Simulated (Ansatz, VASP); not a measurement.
PbS: VASP beside Ansatz

File POSCAR:

```
PbS
1.0
    0.0000000000      3.3008065408      3.3008065408
    3.3008065408      0.0000000000      3.3008065408
    3.3008065408      3.3008065408      0.0000000000
Pb S
1 1
Direct
   -0.0181773755      0.0181773755      0.0181773755
    0.2500000000      0.2500000000      0.2500000000
```

The input INCAR.step1:

```
  PREC = Accurate
  ENCUT = 520
  ISMEAR = 0
  SIGMA = 0.05
  LREAL = F
  LASPH = T
  NELM = 100
  NBANDS = 17
  GGA = PE
  ALGO = Normal
  EDIFF = 1E-4
  LWAVE = T
  LCHARG = F
```

INCAR.step2

```
  PREC = Accurate
  ENCUT = 520
  EDIFF = 1E-7
  ISMEAR = 0
  SIGMA = 0.05
  LREAL = F
  LASPH = T
  NELM = 100
  ALGO = Normal
  ISIF = 2
  LWAVE = F
  LCHARG = F
  METAGGA = R2SCAN
  LMIXTAU = T
  NBANDS = 17
  ISTART = 1
```

Contents of KPOINTS:

```
Automatic mesh
0
Gamma
  6 6 6
```

Input for Ansatz:

```yaml
crystal:
  lattice:
    - [0.0, 3.3008065408, 3.3008065408]
    - [3.3008065408, 0.0, 3.3008065408]
    - [3.3008065408, 3.3008065408, 0.0]
  atoms:
    - { symbol: Pb, position: [-0.0181773755, 0.0181773755, 0.0181773755] }
    - { symbol: S, position: [0.25, 0.25, 0.25] }
basis:
  ecutwfc: 500
  ecutrho_ratio: 4
kpoints:
  mp_grid: { grid: [6, 6, 6] }
hamiltonian:
  xc: r2scan
scf:
  occupations: { method: gaussian, width: 0.05 }
output:
  forces: true
  stress: true
  eigenvalues: true
  write_density: true
  write_potential: true
  elf: true
  volumetric_format: npy
```

Alike in both runs: task single point; functional r2SCAN; k mesh 6 × 6 × 6; occupations gaussian, width 0.05 eV; no spin polarisation.

```csv
,VASP,Ansatz
version,VASP 6.6.1,Ansatz 0.2.0
potentials or method,"VASP PAW PBE potentials, release 64 (Pb_d, S), cutoff 520 eV","scalar-relativistic, plane waves, PAW"
valence electrons in the cell,20,20
```

Ansatz gave:

- gap on the k mesh at the Fermi level (eV): 1.05
- least direct gap on the mesh (eV): 1.43
- pressure (GPa): 0.1
- traceless stress, the component that is largest in VASP (GPa): 0.97
- rms of the force components (eV/Å): 0.216

Task: Estimate VASP's values.

Result: gap on the k mesh at the Fermi level (eV): 1.05; least direct gap on the mesh (eV): 1.43; pressure (GPa): 0.1; traceless stress, the component that is largest in VASP (GPa): 0.98; rms of the force components (eV/Å): 0.218.

VASP's potentials were made for PBE, not for r2SCAN. Atom by atom the forces differ by 0.002 eV/Å (rms over components). With one functional, cell and mesh, what is left measures potentials, basis and numerics.

Spin-orbit coupling is off throughout.
